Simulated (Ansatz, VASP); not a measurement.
**LuH2 in VASP and in Ansatz**

```
CELL_PARAMETERS angstrom
0.00000 2.48249 2.48249
2.48249 0.00000 2.48249
2.48249 2.48249 0.00000
ATOMIC_POSITIONS crystal
Lu 0.00000 0.00000 0.00000
H 0.25000 0.25000 0.25000
H 0.75000 0.75000 0.75000
```

Change from the starting cell: volume scaled by 0.96, crystal datasets.

Alike in both runs: task electric field gradients; functional LDA; k mesh 8 × 8 × 8; occupations fermi-dirac, width 0.02 eV; no spin polarisation.

|  | VASP | Ansatz |
| --- | --- | --- |
| version | VASP 6.6.1 | Ansatz 0.2.0 |
| potentials or method | VASP PAW PBE potentials, release 64 (Lu, H), cutoff 520 eV | all-electron PAW with datasets made for the crystal, scalar-relativistic |

```csv
,VASP,Ansatz,Ansatz less VASP
pressure (GPa),-2.7,-3.3,-0.62
```

VASP's potentials were made for PBE, not for LDA. LDA's correlation is that of Perdew and Zunger in VASP and of Perdew and Wang (1992) in Ansatz. Ansatz ran all-electron here, and VASP with PAW potentials.

Spin-orbit coupling is off throughout.
